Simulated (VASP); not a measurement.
# Ag (Fm-3m) in VASP: notebook

The runs below take Ag through single point, with r2SCAN.

All numbers are computed with VASP 6.6.1; they aren't measurements. Logs are shortened: lines on timing, memory, paths and dates and some standing lists are left out, and cuts for length are marked.

### 1 The cell of the first run

The structure is cubic, space group Fm-3m (No. 225). Conventional cell: a = 4.104 Å, b = 4.104 Å, c = 4.104 Å, α = 90.00°, β = 90.00°, γ = 90.00°. Within 3.8 Å of Ag (site symmetry m-3m) lie 12 Ag at 2.90 Å.

### 2 Single point, r2SCAN

Input file POSCAR:

```
Ag
1.0
    0.0000000000      2.0519023311      2.0519023311
    2.0519023311      0.0000000000      2.0519023311
    2.0519023311      2.0519023311      0.0000000000
Ag
1
Direct
    0.0000000000      0.0000000000      0.0000000000
```

Input file INCAR.step1:

```
  PREC = Accurate
  ENCUT = 520
  ISMEAR = 1
  SIGMA = 0.3
  LREAL = F
  LASPH = T
  NELM = 60
  NBANDS = 12
  GGA = PE
  ALGO = Normal
  EDIFF = 1E-4
  LWAVE = T
  LCHARG = F
```

Input file INCAR.step2:

```
  PREC = Accurate
  ENCUT = 520
  EDIFF = 1E-6
  ISMEAR = 1
  SIGMA = 0.3
  LREAL = F
  LASPH = T
  NELM = 60
  ALGO = Normal
  ISIF = 2
  LWAVE = F
  LCHARG = F
  METAGGA = R2SCAN
  LMIXTAU = T
  NBANDS = 12
  ISTART = 1
```

Input file KPOINTS:

```
regular mesh
0
Gamma
  13 13 13
```

Potentials or basis: VASP PAW PBE potentials, release 64 (Ag).

The run is started by

```
$ cat potpaw_PBE.64/Ag/POTCAR > POTCAR
$ cp INCAR.step1 INCAR
$ mpirun -np 1 vasp_std > vasp.out
$ cp INCAR.step2 INCAR
$ mpirun -np 1 vasp_std > vasp.out
```

OUTCAR:

```text
PREC = Accurate
   ENCUT = 520
   EDIFF = 1E-6
   ISMEAR = 1
   LREAL = F
   LASPH = T
   NELM = 60
   ISIF = 2
   METAGGA = R2SCAN
   ISTART = 1

 ion  position               nearest neighbor table
   1  0.000  0.000  0.000-

  LATTYP: Found a face centered cubic cell.
 ALAT       =     4.1038046622

  Lattice vectors:

 A1 = (   0.0000000000,   2.0519023311,   2.0519023311)
 A2 = (   2.0519023311,   0.0000000000,   2.0519023311)
 A3 = (   2.0519023311,   2.0519023311,   0.0000000000)

Analysis of symmetry for initial positions (statically):
=====================================================================
 Subroutine PRICEL returns:
 Original cell was already a primitive cell.

 Routine SETGRP: Setting up the symmetry group for a
 face centered cubic supercell.

 Subroutine GETGRP returns: Found 48 space group operations
 (whereof 48 operations were pure point group operations)
 out of a pool of 48 trial point group operations.

The static configuration has the point symmetry O_h .

Analysis of symmetry for dynamics (positions and initial velocities):
=====================================================================
 Subroutine PRICEL returns:
 Original cell was already a primitive cell.

 Routine SETGRP: Setting up the symmetry group for a
 face centered cubic supercell.

 Subroutine GETGRP returns: Found 48 space group operations
 (whereof 48 operations were pure point group operations)
 out of a pool of 48 trial point group operations.

The dynamic configuration has the point symmetry O_h .

 Subroutine INISYM returns: Found 48 space group operations
 (whereof 48 operations are pure point group operations),
 and found     1 'primitive' translations

----------------------------------------------------------------------------------------

                                     Primitive cell

  volume of cell :      17.2783

  direct lattice vectors                    reciprocal lattice vectors
     0.000000000  2.051902331  2.051902331    -0.243676316  0.243676316  0.243676316
     2.051902331  0.000000000  2.051902331     0.243676316 -0.243676316  0.243676316
     2.051902331  2.051902331  0.000000000     0.243676316  0.243676316 -0.243676316

  length of vectors
     2.901828105  2.901828105  2.901828105     0.422059759  0.422059759  0.422059759

  position of ions in fractional coordinates (direct lattice)
     0.000000000  0.000000000  0.000000000

  ion indices of the primitive-cell ions
   primitive index   ion index
                 1           1

----------------------------------------------------------------------------------------

 KPOINTS: regular mesh

Automatic generation of k-mesh.
 Grid dimensions read from file:
 generate k-points for:   13   13   13

 Generating k-lattice:

  Cartesian coordinates                     Fractional coordinates (reciprocal lattice)
    -0.018744332  0.018744332  0.018744332     0.076923077  0.000000000  0.000000000
     0.018744332 -0.018744332  0.018744332     0.000000000  0.076923077  0.000000000
     0.018744332  0.018744332 -0.018744332     0.000000000  0.000000000  0.076923077

  Length of vectors
     0.032466135  0.032466135  0.032466135

  Shift w.r.t. Gamma in fractional coordinates (k-lattice)
     0.000000000  0.000000000  0.000000000

 Subroutine IBZKPT returns following result:
 ===========================================

 Found     84 irreducible k-points:

 Following reciprocal coordinates:
            Coordinates               Weight
  0.000000  0.000000  0.000000      1.000000
  0.076923  0.000000  0.000000      8.000000
  0.153846  0.000000  0.000000      8.000000
  0.230769  0.000000  0.000000      8.000000
  0.307692  0.000000  0.000000      8.000000
  0.384615  0.000000  0.000000      8.000000
[... 16 lines left out ...]
  0.384615  0.153846  0.000000     24.000000
  0.461538  0.153846  0.000000     24.000000
 [... further k-points ...]
   k-points           NKPTS =     84   k-points in BZ     NKDIM =     84   number of bands    NBANDS=     12
   number of dos      NEDOS =    301   number of ions     NIONS =      1
   total plane-waves  NPLWV =  13824
   dimension x,y,z NGX =    24 NGY =   24 NGZ =   24
   dimension x,y,z NGXF=    48 NGYF=   48 NGZF=   48
   ions per type =               1
   NGX,Y,Z   is equivalent  to a cutoff of  13.75, 13.75, 13.75 a.u.
   NGXF,Y,Z  is equivalent  to a cutoff of  27.50, 27.50, 27.50 a.u.
 SYSTEM =  unknown system
   PREC   = accura    normal or accurate (medium, high low for compatibility)
   ISTART =      1    job   : 0-new  1-cont  2-samecut
   ICHARG =      0    charge: 1-file 2-atom 10-const
   ISPIN  =      1    spin polarized calculation?
   LNONCOLLINEAR =      F non collinear calculations
   LSORBIT =      F    spin-orbit coupling
   LASPH  =      T    aspherical Exc in radial PAW
   ENCUT  =  520.0 eV  38.22 Ry    6.18 a.u.   5.40  5.40  5.40*2*pi/ulx,y,z
   NELM   =     60;   NELMIN=  2; NELMDL=  0     # of ELM steps
   EDIFF  = 0.1E-05   stopping-criterion for ELM
   LREAL  =      F    real-space projection
   EDIFFG = 0.1E-04   stopping-criterion for IOM
   NSW    =      0    number of steps for IOM
   IBRION =     -1    ionic relax: 0-MD 1-quasi-New 2-CG
   NFREE  =      0    steps in history (QN), initial steepest desc. (CG)
   ISIF   =      2    stress and relaxation
   ISYM   =      2    0-nonsym 1-usesym 2-fastsym
   POTIM  = 0.5000    time-step for ionic-motion
   TEBEG  =    0.0;   TEEND  =   0.0 temperature during run
   PSTRESS=    0.0 pullay stress
   NELECT =      11.0000    total number of electrons
   NUPDOWN=      -1.0000    fix difference up-down
   EMIN   =  10.00;   EMAX   =-10.00  energy-range for DOS
   EFERMI =   0.00;   METHOD = LEGACY
   ISMEAR =     1;   SIGMA  =   0.30  broadening in eV -4-tet -1-fermi 0-gaus
   EFERMI_NEDOS =   21; number of points for ismear=-14 and -15
   IALGO  =     38    algorithm
   IMIX   =      4    mixing-type and parameters
     AMIX     =   0.40;   BMIX     =  1.00
     AMIX_MAG =   1.60;   BMIX_MAG =  1.00
  volume/ion in A,a.u.               =      17.28       116.60
  Fermi-wavevector in a.u.,A,eV,Ry     =   1.408334  2.661366 26.985864  1.983405
  Thomas-Fermi vector in A             =   2.530502
   LORBIT       =      0    0 simple, 1 ext, 2 COOP (PROOUT), +10 PAW based schemes
   METAGGA = R2SCAN    functional components
   LHFCALC =     F    Hartree Fock is set to
   AEXX    =    0.0000 exact exchange contribution
   IVDW    =     0    specifies the selected vdW correction
   LEPSILON=     F    determine dielectric tensor
   LRPA    =     F    only Hartree local field effects (RPA)
 non-spin polarized calculation
 Methfessel and Paxton  Order N= 1 SIGMA  =   0.30
  energy-cutoff  :      520.00
  volume of cell :       17.28
 maximum number of plane-waves:       487
 NGX is ok and might be reduce to    24
   NGX = 11   NGY = 11   NGZ = 11

 number of electron      10.9999999 magnetization

 Free energy of the ion-electron system (eV)
  ---------------------------------------------------
  ext. energy  EPLUGINS =         0.00000000
  ---------------------------------------------------
  free energy    TOTEN  =       -21.35550982 eV

  energy without entropy =      -21.35405379  energy(sigma->0) =      -21.35502447

 E-fermi :   8.4365     XC(G=0): -12.8779

 val. band max:        8.3849071910   @ k =  -0.4615   0.0769   0.0000
 cond. band min:       8.4470143293   @ k =  -0.3077   0.2308   0.0000
 fundamental gap:      0.0621071383
 Fermi energy:         8.4365103067

 k-point     1 :       0.0000    0.0000    0.0000
  band No.  band energies     occupation
      1       0.3894      2.00000
      2       3.1546      2.00000
      3       3.1546      2.00000
      4       3.1546      2.00000
      5       4.1743      2.00000
      6       4.1743      2.00000
      7      24.8659      0.00000
      8      28.5152      0.00000
      9      28.5152      0.00000
     10      28.5152      0.00000
     11      33.4478      0.00000
     12      34.4047      0.00000

 k-point     2 :       0.0769    0.0000    0.0000
  band No.  band energies     occupation
      1       0.5773      2.00000
      2       3.1146      2.00000
      3       3.2049      2.00000
      4       3.2049      2.00000
      5       4.1561      2.00000
      6       4.1561      2.00000
      7      24.8497      0.00000
      8      27.0452      0.00000
      9      28.5731      0.00000
     10      28.5731      0.00000
     11      33.2130      0.00000
     12      34.2148      0.00000

 k-point     3 :       0.1538    0.0000    0.0000
  band No.  band energies     occupation
      1       1.0885      2.00000
      2       3.0633      2.00000
      3       3.3138      2.00000
      4       3.3138      2.00000
      5       4.1433      2.00000
      6       4.1433      2.00000
      7      23.4184      0.00000
      8      25.8171      0.00000
      9      28.6644      0.00000
     10      28.6644      0.00000
     11      32.0497      0.00000
     12      33.4922      0.00000
[... 286 lines left out ...]
 k-point    23 :       0.3846    0.1538    0.0000
  band No.  band energies     occupation
      1       2.0568      2.00000
      2       3.0549      2.00000
      3       3.4078      2.00000
      4       3.6142      2.00000
      5       4.8646      2.00000
      6       6.1628      2.00000
      7      16.8593      0.00000
      8      23.9875      0.00000
      9      24.1190      0.00000
     10      25.9098      0.00000
     11      32.9948      0.00000
     12      34.0905      0.00000

 k-point    24 :       0.4615    0.1538    0.0000
  band No.  band energies     occupation
      1       1.9731      2.00000
      2       2.9627      2.00000
      3       3.5197      2.00000
      4       3.8009      2.00000
      5       4.9952      2.00000
      6       7.8777      2.02428
      7      14.0744     -0.00000
      8      22.9842      0.00000
      9      24.1872      0.00000
     10      25.3479      0.00000
     11      33.8700      0.00000
     12      33.9008      0.00000

 [... further k-points ...]
[... 5 lines left out ...]
  --------------------------------------------------------------------------------------
  -------------------------------------------------------------------------------------
  Total        0.0082357      0.0082357      0.0082357     -0.0000000     -0.0000000      0.0000000
  in kB        0.7636751      0.7636751      0.7636751     -0.0000000     -0.0000000      0.0000000
  external PRESSURE =       0.7636751 kB  Pullay stress =       0.0000000 kB

 VOLUME and BASIS-vectors are now :
 -----------------------------------------------------------------------------
  energy-cutoff  :      520.00
  volume of cell :       17.28
      direct lattice vectors                 reciprocal lattice vectors
     0.000000000  2.051902331  2.051902331    -0.243676316  0.243676316  0.243676316
     2.051902331  0.000000000  2.051902331     0.243676316 -0.243676316  0.243676316
     2.051902331  2.051902331  0.000000000     0.243676316  0.243676316 -0.243676316

 POSITION                                       TOTAL-FORCE (eV/Angst)
 -----------------------------------------------------------------------------------
      0.00000      0.00000      0.00000        -0.000000      0.000000     -0.000000
 -----------------------------------------------------------------------------------
    total drift:                               -0.000000     -0.000000     -0.000000

  FREE ENERGIE OF THE ION-ELECTRON SYSTEM (eV)
  ---------------------------------------------------
  free  energy   TOTEN  =       -21.3555098150 eV

  energy  without entropy=      -21.3540537859  energy(sigma->0) =      -21.35502447
```

It took 2.7 min on 1 thread of AMD EPYC, shared host; peak memory 0.12 GiB.

Results:

| Item | Value |
| --- | --- |
| Free energy | -21.3555 eV |
| Pressure | 0.1 GPa |

Levels at points of the mesh, in eV from the Fermi level:
| k point | band 3 | band 4 | band 5 | band 6 | band 7 | band 8 | band 9 | band 10 |
| --- | --- | --- | --- | --- | --- | --- | --- | --- |
| (0.00, 0.00, 0.00) | -5.28 | -5.28 | -4.26 | -4.26 | 16.43 | 20.08 | 20.08 | 20.08 |

Caveat: the PAW data sets were made with another functional, which shifts forces and pressure a little.

### 3 Single point, r2SCAN

POSCAR is that of step 2.

Input file INCAR.step1:

```
PREC = Accurate
ENCUT = 520
ISMEAR = 1
SIGMA = 0.6
LREAL = F
LASPH = T
NELM = 80
NBANDS = 12
GGA = PE
ALGO = Normal
EDIFF = 1E-4
LWAVE = T
LCHARG = F
```

Input file INCAR.step2:

```
PREC = Accurate
ENCUT = 520
EDIFF = 1E-6
ISMEAR = 1
SIGMA = 0.6
LREAL = F
LASPH = T
NELM = 80
ALGO = Normal
ISIF = 2
LWAVE = F
LCHARG = F
METAGGA = R2SCAN
LMIXTAU = T
NBANDS = 12
ISTART = 1
```

KPOINTS is that of step 2.

Potentials or basis: VASP PAW PBE potentials, release 64 (Ag).

The run is started by

```
$ cat potpaw_PBE.64/Ag/POTCAR > POTCAR
$ cp INCAR.step1 INCAR
$ mpirun -np 1 vasp_std > vasp.out
$ cp INCAR.step2 INCAR
$ mpirun -np 1 vasp_std > vasp.out
```

It took 2.5 min on 1 thread of AMD EPYC, shared host; peak memory 0.12 GiB.

It converged, with:

```yaml
Free_energy: -21.3572 eV
Pressure: 0.1 GPa
```

Levels at points of the mesh, in eV from the Fermi level:
```csv
k point,band 3,band 4,band 5,band 6,band 7,band 8,band 9,band 10
"(0.00, 0.00, 0.00)",-5.22,-5.22,-4.20,-4.20,16.49,20.14,20.14,20.14
```

Caveat: the PAW data sets were made with another functional, which shifts forces and pressure a little.
